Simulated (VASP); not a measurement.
Input of a VASP 6.6.1 run:

The input INCAR:

```
SYSTEM = CoO
PREC = Accurate ; ENCUT = 600
EDIFF = 1E-6 ; ISMEAR = -1
SIGMA = 0.05 ; LREAL = .FALSE.
LASPH = .TRUE. ; NELM = 200
ALGO = Normal ; ISIF = 2
LWAVE = .FALSE. ; LCHARG = .FALSE.
ISPIN = 2 ; MAGMOM = 4 0
LORBIT = 11 ; NUPDOWN = 4.0
LMAXMIX = 4 ; GGA = PE
NBANDS = 22 ; GGA_COMPAT = .FALSE.
```

Contents of KPOINTS:

```
regular mesh
0
G
  9 9 9
  0 0 0
```

POSCAR

```
CoO
1.0
    1.6022198417      0.9250420569      2.5664708903
   -1.6022198417      0.9250420569      2.5664708903
    0.0000000000     -1.8500841138      2.5664708903
Co O
1 1
Direct
    0.9989783200      0.9989783200      0.9989783200
    0.7510210300      0.7510210300      0.7510210300
```

Potentials or basis: VASP PAW PBE potentials, release 64 (Co_sv, O).

Launch:

```sh
$ cat potpaw_PBE.64/Co_sv/POTCAR potpaw_PBE.64/O/POTCAR > POTCAR
$ mpirun -np 1 vasp_std > vasp.out
```

Question: Estimate the largest force.

Answer: 0.347 eV/Å.

Question: Estimate the pressure.

Answer: 13.2 GPa.

Forces on the atoms (eV/Å):
```
Co   0.000  0.000  0.347
O    0.000  0.000 -0.347
```

Caveat: the cell stands under pressure; the total moment is fixed, so each spin has its own Fermi level; a cell with one magnetic atom can't hold antiferromagnetic order, which such compounds often take.
